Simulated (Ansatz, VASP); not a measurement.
One calculation of AlBAs2, two programs

```
B As Al
1.0
     3.60798    0.00000    0.00000
     0.00000    3.60798    0.00000
     0.00000    0.00000    5.34032
B As Al
1 2 1
Direct
  0.00000 0.00000 0.00000
  0.00000 0.50000 0.21166
  0.50000 0.00000 0.78834
  0.50000 0.50000 0.50000
```

Alike in both runs: task single point; functional PBE; k mesh 6 × 6 × 4; no spin polarisation.

|  | VASP | Ansatz |
| --- | --- | --- |
| version | VASP 6.6.1 | Ansatz 0.2.0 |
| potentials or method | VASP PAW PBE potentials, release 64 (B, As, Al) | plane waves, PAW |
| plane-wave cutoff (eV) | 520 | 420 |
| occupations | gaussian, width 0.01 eV | fixed |
| valence electrons in the cell | 16 | 36 |

|  | VASP | Ansatz | Ansatz less VASP |
| --- | --- | --- | --- |
| gap on the k mesh at the Fermi level (eV) | 0.61 | 0.62 | +0.010 |
| pressure (GPa) | 6.7 | 6.3 | -0.37 |
| rms of the force components (eV/Å) | 0.037 | 0.042 | +0.0053 |

VASP's potentials hold 16 valence electrons a cell and Ansatz's 36, so a difference there can come from the potentials and not from the codes.
